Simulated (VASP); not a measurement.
The system is MgO (MgO (100), 3 layers), a slab with vacuum.

```
CELL_PARAMETERS angstrom
2.94103 0.00000 0.00000
0.00000 2.94103 0.00000
0.00000 0.00000 20.15920
ATOMIC_POSITIONS crystal
Mg 0.25000 0.25000 0.39774
Mg 0.75000 0.75000 0.50000
Mg 0.25000 0.25000 0.60226
O 0.75000 0.75000 0.39580
O 0.25000 0.25000 0.50000
O 0.75000 0.75000 0.60420
```

Base run:

| Item | Value |
| --- | --- |
| Program | VASP 6.6.1 |
| Functional | LDA |
| Potentials or basis | VASP PAW LDA potentials, release 64 (Mg, O) |
| Cutoff | 520 eV |
| k mesh | 10 × 10 × 1 |
| Occupations | fermi-dirac, width 0.02 eV |
| Spin | no spin polarisation |

Its results: band gap on the k mesh 3.63 eV, direct; largest force 0.045 eV/Å.

The run is repeated on the same cell with these changes: further incar settings from ALGO = Normal; EDIFF = 1e-06; NBANDS = 21 to ALGO = Normal; EDIFF = 1e-07; NBANDS = 21; EFIELD = -0.3. What comes out?

Band gap on the k mesh 3.29 eV, direct; largest force 0.202 eV/Å.

A k mesh can miss the band edges.
